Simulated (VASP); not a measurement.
Set up this calculation in VASP 6.6.1, as the native input.

| Item | Value |
| --- | --- |
| Task | single point |
| Functional | r2SCAN |
| Potentials or basis | VASP PAW PBE potentials, release 64 (Zn, O) |
| Cutoff | 520 eV |
| k mesh | 10 × 10 × 10 |
| Occupations | gaussian, width 0.01 eV |
| Spin | no spin polarisation |
| Dipole correction | no |
| Further INCAR settings | ALGO = Normal; EDIFF = 1e-06; NBANDS = 16 |

Crystal: ZnO.

```
CELL_PARAMETERS angstrom
-0.03318 2.13377 2.13377
2.13377 -0.03318 2.13377
2.10059 2.10059 0.00000
ATOMIC_POSITIONS crystal
Zn 0.00000 0.00000 0.00000
O 0.50000 0.50000 0.50000
```

This cell differs from its parent crystal: shear xy strain -3.1%.

The input as run:

POSCAR

```
ZnO
1.0
   -0.0331801297      2.1337703963      2.1337703963
    2.1337703963     -0.0331801297      2.1337703963
    2.1005902667      2.1005902667      0.0000000000
Zn O
1 1
Direct
    0.0000000000      0.0000000000      0.0000000000
    0.5000000000      0.5000000000      0.5000000000
```

INCAR.step1

```
PREC = Accurate ; ENCUT = 520
ISMEAR = 0 ; SIGMA = 0.01
LREAL = False ; LASPH = True
NELM = 100 ; NBANDS = 16
GGA = PE ; ALGO = Normal
EDIFF = 1E-4 ; LWAVE = True
LCHARG = False
```

INCAR.step2

```
PREC = Accurate ; ENCUT = 520
EDIFF = 1E-6 ; ISMEAR = 0
SIGMA = 0.01 ; LREAL = False
LASPH = True ; NELM = 100
ALGO = Normal ; ISIF = 2
LWAVE = False ; LCHARG = False
METAGGA = R2SCAN ; LMIXTAU = True
NBANDS = 16 ; ISTART = 1
```

KPOINTS

```
Automatic mesh
0
Gamma
  10 10 10
```

Potentials or basis: VASP PAW PBE potentials, release 64 (Zn, O).

Run with:

```sh
$ cat potpaw_PBE.64/Zn/POTCAR potpaw_PBE.64/O/POTCAR > POTCAR
$ cp INCAR.step1 INCAR
$ mpirun -np 1 vasp_std > vasp.out
$ cp INCAR.step2 INCAR
$ mpirun -np 1 vasp_std > vasp.out
```

Results of the run:

- Pressure: 1.4 GPa
- Band gap on the k mesh: 1.52 eV (least direct gap 2.85 eV)

Caveat: the cell differs from its parent crystal (shear xy strain -3.1%); the PAW data sets were made with another functional, which shifts forces and pressure a little.

It took 2.7 min on 1 thread of AMD EPYC 7R13 Processor (Zen 3), with other jobs on the host, peak memory 0.15 GiB.
